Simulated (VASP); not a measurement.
# BaF2 (Fm-3m) in VASP: further runs

The runs below take BaF2 through single point, relaxation of cell and atoms, with r2SCAN, PBE, PBEsol.

All numbers are computed with VASP 6.6.1; they aren't measurements. Logs are shortened: lines on timing, memory, paths and dates and some standing lists are left out, and cuts for length are marked.

### Step 1. The cell of the first run

The structure is cubic, space group Fm-3m (No. 225). The conventional cell has a = 6.194 Å, b = 6.194 Å, c = 6.194 Å, α = 90.00°, β = 90.00°, γ = 90.00°. Within 3.5 Å of Ba (site symmetry m-3m) lie 8 F at 2.68 Å. Within 3.5 Å of F (site symmetry -43m) lie 4 Ba at 2.68 Å and 6 F at 3.10 Å.

### Step 2. Single point, r2SCAN

POSCAR reads:

```
BaF2
1.0
    0.0000000000      3.0971615099      3.0971615099
    3.0971615099      0.0000000000      3.0971615099
    3.0971615099      3.0971615099      0.0000000000
Ba F
1 2
Direct
    0.0000000000      0.0000000000      0.0000000000
    0.7500000000      0.7500000000      0.7500000000
    0.2500000000      0.2500000000      0.2500000000
```

INCAR.step1 reads:

```
PREC     = Accurate       # precision mode
ENCUT    = 660            # plane-wave cutoff, eV
ISMEAR   = -1             # smearing method
SIGMA    = 0.02           # smearing width, eV
LREAL    = False          # projectors in reciprocal space
LASPH    = True           # aspherical terms in the spheres
NELM     = 120            # most SCF steps
NBANDS   = 19             # bands
GGA      = PE             # functional
ALGO     = Normal         # electronic algorithm
EDIFF    = 1E-5           # SCF threshold, eV
LWAVE    = True           # write WAVECAR
LCHARG   = False          # write CHGCAR
GGA_COMPAT= False
```

INCAR.step2 reads:

```
PREC     = Accurate       # precision mode
ENCUT    = 660            # plane-wave cutoff, eV
EDIFF    = 1E-6           # SCF threshold, eV
ISMEAR   = -1             # smearing method
SIGMA    = 0.02           # smearing width, eV
LREAL    = False          # projectors in reciprocal space
LASPH    = True           # aspherical terms in the spheres
NELM     = 120            # most SCF steps
ALGO     = Normal         # electronic algorithm
ISIF     = 2              # what is computed and relaxed
LWAVE    = False          # write WAVECAR
LCHARG   = False          # write CHGCAR
METAGGA  = R2SCAN         # meta-GGA
LMIXTAU  = True         
NBANDS   = 19             # bands
ISTART   = 1            
GGA_COMPAT= False
```

KPOINTS reads:

```
Automatic mesh
0
Gamma
  6 6 6
```

Potentials or basis: VASP PAW PBE potentials, release 64 (Ba_sv, F).

Command:

```bash
cat potpaw_PBE.64/Ba_sv/POTCAR potpaw_PBE.64/F/POTCAR > POTCAR
cp INCAR.step1 INCAR
mpirun -np 1 vasp_std > vasp.out
cp INCAR.step2 INCAR
mpirun -np 1 vasp_std > vasp.out
```

OUTCAR:

```text
PREC = Accurate
   ENCUT = 660
   EDIFF = 1E-6
   ISMEAR = -1
   LREAL = False
   LASPH = True
   NELM = 120
   ISIF = 2
   METAGGA = R2SCAN
   ISTART = 1

 ion  position               nearest neighbor table
   1  0.000  0.000  0.000-   2 2.68   3 2.68   2 2.68   2 2.68   2 2.68   3 2.68   3 2.68   3 2.68

   2  0.750  0.750  0.750-   1 2.68   1 2.68   1 2.68   1 2.68
   3  0.250  0.250  0.250-   1 2.68   1 2.68   1 2.68   1 2.68

  LATTYP: Found a face centered cubic cell.
 ALAT       =     6.1943230198

  Lattice vectors:

 A1 = (   0.0000000000,   3.0971615099,   3.0971615099)
 A2 = (   3.0971615099,   0.0000000000,   3.0971615099)
 A3 = (   3.0971615099,   3.0971615099,   0.0000000000)

Analysis of symmetry for initial positions (statically):
=====================================================================
 Subroutine PRICEL returns:
 Original cell was already a primitive cell.

 Routine SETGRP: Setting up the symmetry group for a
 face centered cubic supercell.

 Subroutine GETGRP returns: Found 48 space group operations
 (whereof 48 operations were pure point group operations)
 out of a pool of 48 trial point group operations.

The static configuration has the point symmetry O_h .

Analysis of symmetry for dynamics (positions and initial velocities):
=====================================================================
 Subroutine PRICEL returns:
 Original cell was already a primitive cell.

 Routine SETGRP: Setting up the symmetry group for a
 face centered cubic supercell.

 Subroutine GETGRP returns: Found 48 space group operations
 (whereof 48 operations were pure point group operations)
 out of a pool of 48 trial point group operations.

The dynamic configuration has the point symmetry O_h .

 Subroutine INISYM returns: Found 48 space group operations
 (whereof 48 operations are pure point group operations),
 and found     1 'primitive' translations

----------------------------------------------------------------------------------------

                                     Primitive cell

  volume of cell :      59.4185

  direct lattice vectors                    reciprocal lattice vectors
     0.000000000  3.097161510  3.097161510    -0.161438142  0.161438142  0.161438142
     3.097161510  0.000000000  3.097161510     0.161438142 -0.161438142  0.161438142
     3.097161510  3.097161510  0.000000000     0.161438142  0.161438142 -0.161438142

  length of vectors
     4.380047812  4.380047812  4.380047812     0.279619064  0.279619064  0.279619064

  position of ions in fractional coordinates (direct lattice)
     0.000000000  0.000000000  0.000000000
     0.750000000  0.750000000  0.750000000
     0.250000000  0.250000000  0.250000000

  ion indices of the primitive-cell ions
   primitive index   ion index
                 1           1
                 2           2
                 3           3

----------------------------------------------------------------------------------------

 KPOINTS: Automatic mesh

Automatic generation of k-mesh.
 Grid dimensions read from file:
 generate k-points for:    6    6    6

 Generating k-lattice:

  Cartesian coordinates                     Fractional coordinates (reciprocal lattice)
    -0.026906357  0.026906357  0.026906357     0.166666667  0.000000000  0.000000000
     0.026906357 -0.026906357  0.026906357     0.000000000  0.166666667  0.000000000
     0.026906357  0.026906357 -0.026906357     0.000000000  0.000000000  0.166666667

  Length of vectors
     0.046603177  0.046603177  0.046603177

  Shift w.r.t. Gamma in fractional coordinates (k-lattice)
     0.000000000  0.000000000  0.000000000

 Subroutine IBZKPT returns following result:
 ===========================================

 Found     16 irreducible k-points:

 Following reciprocal coordinates:
            Coordinates               Weight
  0.000000  0.000000  0.000000      1.000000
  0.166667  0.000000  0.000000      8.000000
  0.333333  0.000000  0.000000      8.000000
  0.500000  0.000000  0.000000      4.000000
  0.166667  0.166667  0.000000      6.000000
  0.333333  0.166667  0.000000     24.000000
[... 8 lines left out ...]
 -0.333333  0.333333  0.166667     24.000000
 -0.333333  0.500000  0.166667     12.000000
   k-points           NKPTS =     16   k-points in BZ     NKDIM =     16   number of bands    NBANDS=     19
   number of dos      NEDOS =    301   number of ions     NIONS =      3
   total plane-waves  NPLWV =  64000
   dimension x,y,z NGX =    40 NGY =   40 NGZ =   40
   dimension x,y,z NGXF=    80 NGYF=   80 NGZF=   80
   ions per type =               1   2
   NGX,Y,Z   is equivalent  to a cutoff of  15.18, 15.18, 15.18 a.u.
   NGXF,Y,Z  is equivalent  to a cutoff of  30.36, 30.36, 30.36 a.u.
 SYSTEM =  unknown system
   PREC   = accura    normal or accurate (medium, high low for compatibility)
   ISTART =      1    job   : 0-new  1-cont  2-samecut
   ICHARG =      0    charge: 1-file 2-atom 10-const
   ISPIN  =      1    spin polarized calculation?
   LNONCOLLINEAR =      F non collinear calculations
   LSORBIT =      F    spin-orbit coupling
   LASPH  =      T    aspherical Exc in radial PAW
   ENCUT  =  660.0 eV  48.51 Ry    6.96 a.u.   9.18  9.18  9.18*2*pi/ulx,y,z
   NELM   =    120;   NELMIN=  2; NELMDL=  0     # of ELM steps
   EDIFF  = 0.1E-05   stopping-criterion for ELM
   LREAL  =      F    real-space projection
   EDIFFG = 0.1E-04   stopping-criterion for IOM
   NSW    =      0    number of steps for IOM
   IBRION =     -1    ionic relax: 0-MD 1-quasi-New 2-CG
   NFREE  =      0    steps in history (QN), initial steepest desc. (CG)
   ISIF   =      2    stress and relaxation
   ISYM   =      2    0-nonsym 1-usesym 2-fastsym
   POTIM  = 0.5000    time-step for ionic-motion
   TEBEG  =    0.0;   TEEND  =   0.0 temperature during run
   PSTRESS=    0.0 pullay stress
   NELECT =      24.0000    total number of electrons
   NUPDOWN=      -1.0000    fix difference up-down
   EMIN   =  10.00;   EMAX   =-10.00  energy-range for DOS
   EFERMI =   0.00;   METHOD = LEGACY
   ISMEAR =    -1;   SIGMA  =   0.02  broadening in eV -4-tet -1-fermi 0-gaus
   EFERMI_NEDOS =   21; number of points for ismear=-14 and -15
   IALGO  =     38    algorithm
   IMIX   =      4    mixing-type and parameters
     AMIX     =   0.40;   BMIX     =  1.00
     AMIX_MAG =   1.60;   BMIX_MAG =  1.00
  volume/ion in A,a.u.               =      19.81       133.66
  Fermi-wavevector in a.u.,A,eV,Ry     =   1.210147  2.286846 19.925124  1.464455
  Thomas-Fermi vector in A             =   2.345702
   LORBIT       =      0    0 simple, 1 ext, 2 COOP (PROOUT), +10 PAW based schemes
   METAGGA = R2SCAN    functional components
   LHFCALC =     F    Hartree Fock is set to
   AEXX    =    0.0000 exact exchange contribution
   IVDW    =     0    specifies the selected vdW correction
   LEPSILON=     F    determine dielectric tensor
   LRPA    =     F    only Hartree local field effects (RPA)
 non-spin polarized calculation
  energy-cutoff  :      660.00
  volume of cell :       59.42
 maximum number of plane-waves:      2301
 NGX is ok and might be reduce to    40
   NGX = 19   NGY = 19   NGZ = 19

 number of electron      24.0000002 magnetization

 Free energy of the ion-electron system (eV)
  ---------------------------------------------------
  ext. energy  EPLUGINS =         0.00000000
  ---------------------------------------------------
  free energy    TOTEN  =       -45.06747065 eV

  energy without entropy =      -45.06747065  energy(sigma->0) =      -45.06747065

 E-fermi :  -2.0370     XC(G=0):  -9.2558

 val. band max:       -2.5971158609   @ k =  -0.1667   0.1667   0.0000
 cond. band min:       4.7619924920   @ k =   0.0000   0.0000   0.0000
 fundamental gap:      7.3591083529
 Fermi energy:        -2.0369917152

 k-point     1 :       0.0000    0.0000    0.0000
  band No.  band energies     occupation
      1     -26.2167      2.00000
      2     -22.6741      2.00000
      3     -22.5349      2.00000
      4     -10.5578      2.00000
      5     -10.5578      2.00000
      6     -10.5578      2.00000
[... 11 lines left out ...]
     18       9.7063      0.00000
     19      13.6172      0.00000

 k-point     2 :       0.1667    0.0000    0.0000
  band No.  band energies     occupation
      1     -26.1549      2.00000
      2     -22.7006      2.00000
      3     -22.6075      2.00000
      4     -10.6075      2.00000
      5     -10.6003      2.00000
      6     -10.6003      2.00000
[... 11 lines left out ...]
     18       9.7331      0.00000
     19      12.5429      0.00000

 k-point     3 :       0.3333    0.0000    0.0000
  band No.  band energies     occupation
      1     -26.0216      2.00000
      2     -22.8168      2.00000
      3     -22.6994      2.00000
      4     -10.6930      2.00000
      5     -10.6820      2.00000
      6     -10.6820      2.00000
[... 11 lines left out ...]
     18       9.8268      0.00000
     19      11.7884      0.00000

 k-point     4 :       0.5000    0.0000    0.0000
  band No.  band energies     occupation
      1     -25.9492      2.00000
      2     -22.9041      2.00000
      3     -22.7222      2.00000
      4     -10.7297      2.00000
      5     -10.7212      2.00000
      6     -10.7212      2.00000
[... 231 lines left out ...]
     18      10.6609      0.00000
     19      12.7491      0.00000

 k-point    15 :      -0.3333    0.3333    0.1667
  band No.  band energies     occupation
      1     -25.8768      2.00000
      2     -22.8907      2.00000
      3     -22.8444      2.00000
      4     -10.9166      2.00000
      5     -10.6909      2.00000
      6     -10.6898      2.00000
[... 11 lines left out ...]
     18      11.4430      0.00000
     19      12.5007      0.00000

 k-point    16 :      -0.3333    0.5000    0.1667
  band No.  band energies     occupation
      1     -25.8515      2.00000
      2     -22.9313      2.00000
      3     -22.8403      2.00000
      4     -10.9732      2.00000
      5     -10.8196      2.00000
      6     -10.5382      2.00000
[... 11 lines left out ...]
     18      12.7801      0.00000
     19      13.0993      0.00000

------------------------ aborting loop because EDIFF is reached ----------------------------------------

  FORCE on cell =-STRESS in cart. coord.  units (eV):
  Direction    XX          YY          ZZ          XY          YZ          ZX
  --------------------------------------------------------------------------------------
  -------------------------------------------------------------------------------------
  Total        0.3346636      0.3346636      0.3346636     -0.0000000      0.0000000      0.0000000
  in kB        9.0239664      9.0239664      9.0239664     -0.0000000      0.0000000      0.0000000
  external PRESSURE =       9.0239664 kB  Pullay stress =       0.0000000 kB

 VOLUME and BASIS-vectors are now :
 -----------------------------------------------------------------------------
  energy-cutoff  :      660.00
  volume of cell :       59.42
      direct lattice vectors                 reciprocal lattice vectors
     0.000000000  3.097161510  3.097161510    -0.161438142  0.161438142  0.161438142
     3.097161510  0.000000000  3.097161510     0.161438142 -0.161438142  0.161438142
     3.097161510  3.097161510  0.000000000     0.161438142  0.161438142 -0.161438142

 POSITION                                       TOTAL-FORCE (eV/Angst)
 -----------------------------------------------------------------------------------
      0.00000      0.00000      0.00000        -0.000000      0.000000     -0.000000
      4.64574      4.64574      4.64574         0.000000      0.000000      0.000000
      1.54858      1.54858      1.54858        -0.000000     -0.000000     -0.000000
 -----------------------------------------------------------------------------------
    total drift:                                0.000000     -0.000000      0.000000

  FREE ENERGIE OF THE ION-ELECTRON SYSTEM (eV)
  ---------------------------------------------------
  free  energy   TOTEN  =       -45.0674706547 eV

  energy  without entropy=      -45.0674706547  energy(sigma->0) =      -45.06747065
```

Wall time 82 s (1 thread of Intel Xeon 6975P-C (Granite Rapids), shared host); peak memory 0.26 GiB.

Results:

```yaml
Free_energy: -45.0675 eV
Pressure: 0.9 GPa
Band_gap_on_the_k_mesh: 7.36 eV (least direct gap 7.43 eV)
```

Caveat: the PAW data sets were made with another functional, which shifts forces and pressure a little; spin-orbit coupling is left out, which moves the levels of the heavy elements. A k mesh can miss the band edges.

(Continued in part 2 of 2.)
